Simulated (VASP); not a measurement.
A run of VASP 6.6.1 is set up as follows.

Contents of INCAR:

```
PREC     = Accurate       # precision mode
ENCUT    = 600            # plane-wave cutoff, eV
EDIFF    = 1E-8           # SCF threshold, eV
ISMEAR   = -1             # smearing method
SIGMA    = 0.05           # smearing width, eV
LREAL    = F              # projectors in reciprocal space
LASPH    = T              # aspherical terms in the spheres
NELM     = 150            # most SCF steps
ALGO     = Normal         # electronic algorithm
ISIF     = 3              # what is computed and relaxed
LWAVE    = F              # write WAVECAR
LCHARG   = F              # write CHGCAR
ISPIN    = 2              # spin polarisation
MAGMOM   = 3 0            # initial moments
LORBIT   = 11             # projections on sites
LMAXMIX  = 4              # l up to which the mixer works
GGA      = PS             # functional
NBANDS   = 18             # bands
IBRION   = 6              # ionic algorithm
NFREE    = 2            
POTIM    = 0.015          # step
NSW      = 1              # ionic steps
```

Contents of KPOINTS:

```
regular mesh
0
Gamma
  10 10 10
```

Contents of POSCAR:

```
FeO
1.0
   -1.6021034130      1.6021034130      2.0833922500
    1.6021034130     -1.6021034130      2.0833922500
    1.6021034130      1.6021034130     -2.0833922500
Fe O
1 1
Direct
    0.0000000000      0.0000000000      0.0000000000
    0.5000000000      0.5000000000      0.0000000000
```

Potentials or basis: VASP PAW PBE potentials, release 64 (Fe, O).

Run with:

```console
$ cat potpaw_PBE.64/Fe/POTCAR potpaw_PBE.64/O/POTCAR > POTCAR
$ mpirun -np 1 vasp_std > vasp.out
```

Estimate the Voigt bulk modulus.

145 GPa.

Estimate the highest phonon frequency at Γ, LO-TO splitting left out.

329 cm⁻¹.

What does it give for the site moments?

Fe +3.61; O +0.30 μB.

Predict the net moment.

4.00 μB per cell.

Clamped-ion elastic tensor (GPa):
```
121  87 154   0   0   0
 87 121 154   0   0   0
154 154 271   0   0   0
  0   0   0  45   0   0
  0   0   0   0  45   0
  0   0   0   0   0  13
```

Caveat: the cell is under stress, which shifts elastic constants; some modes are imaginary; the PAW data sets were made with another functional, which shifts forces and pressure a little; a cell with one magnetic atom can't hold antiferromagnetic order, which such compounds often take.
